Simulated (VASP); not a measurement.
Si, 2 atoms in the cell. The typed cell holds 2 atoms: a = 3.607 Å, b = 3.607 Å, c = 3.607 Å, α = 97.80°, β = 97.80°, γ = 136.76°.  This cell differs from its parent crystal: atom 1 (Si) moved by (-0.600, -0.300) A along [1 1 0] and z.

```yaml
Program: VASP 6.6.1
Task: single point
Functional: PBE
Potentials_or_basis: VASP PAW PBE potentials, release 64 (Si)
Cutoff: 520 eV
k_mesh: 20 × 20 × 20
Occupations: gaussian, width 0.15 eV
Spin: no spin polarisation
Dipole_correction: no
Further_INCAR_settings: ALGO = Normal; EDIFF = 1e-06; NBANDS = 11
```

Potentials or basis: VASP PAW PBE potentials, release 64 (Si).

The run is started by

```console
$ cat potpaw_PBE.64/Si/POTCAR > POTCAR
$ mpirun -np 1 vasp_std > vasp.out
```

Hardware: 1 thread of Intel(R) Xeon(R) 6975P-C (Granite Rapids) (shared host).

Q: How long does it take, and how much memory?

A: It took 7.5 min on 1 thread of Intel(R) Xeon(R) 6975P-C (Granite Rapids) (shared host), peak memory 1 GiB. Counts: scf iterations 11, k points 4004.
